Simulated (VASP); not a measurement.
Here is a VASP 6.6.1 calculation.

INCAR

```
SYSTEM = Y3VCo
  ALGO = Normal
  EDIFF = 1E-6
  EDIFFG = -0.04
  ENCUT = 600
  GGA = PE
  IBRION = 2
  ISIF = 3
  ISMEAR = 0
  ISPIN = 2
  LASPH = .True.
  LCHARG = .False.
  LMAXMIX = 4
  LORBIT = 11
  LREAL = .False.
  LWAVE = .False.
  MAGMOM = 0 0 0 3.21 0.12
  NELM = 150
  NSW = 90
  PREC = Accurate
  SIGMA = 0.1
```

KPOINTS

```
k-points
0
Gamma
  4 4 4
  0 0 0
```

File POSCAR:

```
Y3VCo
1.0
    4.6057928454      0.0000000000      0.0000000000
    0.0000000000      4.6057928454      0.0000000000
    0.0000000000      0.0000000000      4.6057928454
Y V Co
3 1 1
Direct
    0.0000000000      0.5000000000      0.5000000000
    0.5000000000      0.0000000000      0.5000000000
    0.5000000000      0.5000000000      0.0000000000
    0.0000000000      0.0000000000      0.0000000000
    0.5000000000      0.5000000000      0.5000000000
```

Potentials or basis: VASP PAW PBE potentials, release 64 (Y_sv, V_sv, Co).

The run is started by

```sh
$ cat potpaw_PBE.64/Y_sv/POTCAR potpaw_PBE.64/V_sv/POTCAR potpaw_PBE.64/Co/POTCAR > POTCAR
$ mpirun -np 1 vasp_std > vasp.out
```

Question: What does it give for the relaxed cell?

Answer: a = 5.154 Å, b = 5.154 Å, c = 5.154 Å, α = 90.00°, β = 90.00°, γ = 90.00°.

Question: Predict the relaxed volume.

Answer: 27.39 Å³/atom.

Question: Estimate the space group after relaxing (to 0.1 Å).

Answer: Pm-3m (No. 221).

Question: Estimate the net moment.

Answer: 4.12 μB per cell.

Step by step:
```tsv
step	energy change (eV)	largest force (eV/Å)	pressure (GPa)	volume (Å³)
1	0.0000	0.0000	28.10	97.70
2	-3.2270	0.0000	-5.24	154.62
3	-3.5133	0.0000	-1.57	141.39
4	-3.5392	0.0000	-0.87	137.73
5	-3.5242	0.0000	1.45	133.70
6	-3.5385	0.0000	0.42	136.18
7	-3.5386	0.0000	0.41	136.21
8	-3.5388	0.0000	0.46	136.29
9	-3.5388	0.0000	0.38	136.29
10	-3.5388	0.0000	0.38	136.29
11	-3.5388	0.0000	0.39	136.30
12	-3.5388	0.0000	0.39	136.31
13	-3.5389	0.0000	0.37	136.33
14	-3.5389	0.0000	0.38	136.37
15	-3.5391	0.0000	0.38	136.45
16	-3.5394	0.0000	0.24	136.61
17	-3.5397	0.0000	0.11	136.94
```

Caveat: the volume moved by over 15 % at a fixed basis, so the end points are rough.
